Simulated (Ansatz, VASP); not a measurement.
**Two plane-wave programs on AlCu3**

Contents of INCAR:

```
ALGO = Fast
EDIFF = 1E-7
ENCUT = 520
ISIF = 2
ISMEAR = 0
LASPH = True
LCHARG = True
LELF = True
LREAL = False
LVHAR = True
LWAVE = False
NBANDS = 26
NELM = 100
PREC = Accurate
SIGMA = 0.15
```

Contents of KPOINTS:

```
k-points
0
Gamma
  12 12 12
```

File POSCAR:

```
AlCu3
1.0
    3.6188147484      0.0000000000      0.0000000000
    0.0000000000      3.6188147484      0.0000000000
    0.0000000000      0.0000000000      3.6188147484
Al Cu
1 3
Direct
    0.0000000000      0.0000000000      0.0000000000
    0.5000000000      0.4839510768      0.0000000000
    0.5000000000      0.0000000000      0.5000000000
    0.0000000000      0.5160489232      0.5000000000
```

Input for Ansatz:

```yaml
crystal:
  lattice:
    - [3.6188147484, 0.0, 0.0]
    - [0.0, 3.6188147484, 0.0]
    - [0.0, 0.0, 3.6188147484]
  atoms:
    - { symbol: Al, position: [0.0, 0.0, 0.0] }
    - { symbol: Cu, position: [0.5, 0.4839510768, 0.0] }
    - { symbol: Cu, position: [0.5, 0.0, 0.5] }
    - { symbol: Cu, position: [0.0, 0.5160489232, 0.5] }
basis:
  ecutwfc: 520.0
kpoints:
  mp_grid: { grid: [12, 12, 12] }
hamiltonian:
  xc: lda
  pseudopotentials: { kind: paw, azcp: { folder: soft_1 } }
scf:
  occupations: { method: gaussian, width: 0.15 }
output:
  forces: true
  stress: true
  eigenvalues: true
  write_density: true
  write_potential: true
  elf: true
  volumetric_format: npy
```

Change from the starting cell: mode 5 frozen in at -0.058 Å, equal normal strain along x, y and z +0.0083.

Alike in both runs: task single point; functional LDA; k mesh 12 × 12 × 12; occupations gaussian, width 0.15 eV; no spin polarisation.

|  | VASP | Ansatz |
| --- | --- | --- |
| version | VASP 6.6.1 | Ansatz 0.2.0 |
| potentials or method | VASP PAW LDA potentials, release 64 (Al, Cu), cutoff 520 eV | scalar-relativistic, plane waves, PAW |
| valence electrons in the cell | 36 | 60 |

VASP gave:

```
gap on the k mesh at the Fermi level (eV) : none
pressure (GPa)                            : -3.0
rms of the force components (eV/Å)        : 0.142
```

**Question.** What did Ansatz give for the same quantities?

**Answer.** gap on the k mesh at the Fermi level (eV): none; pressure (GPa): -3.7; rms of the force components (eV/Å): 0.140.

Ansatz warns that its potentials were made for another functional, while VASP's fit it. LDA's correlation is that of Perdew and Zunger in VASP and of Perdew and Wang (1992) in Ansatz. Atom by atom the forces differ by 0.002 eV/Å (rms over components). A gap of «none» marks a metal or a gap that the smearing closes. VASP's potentials hold 36 valence electrons a cell and Ansatz's 60, so a difference there can come from the potentials and not from the codes.
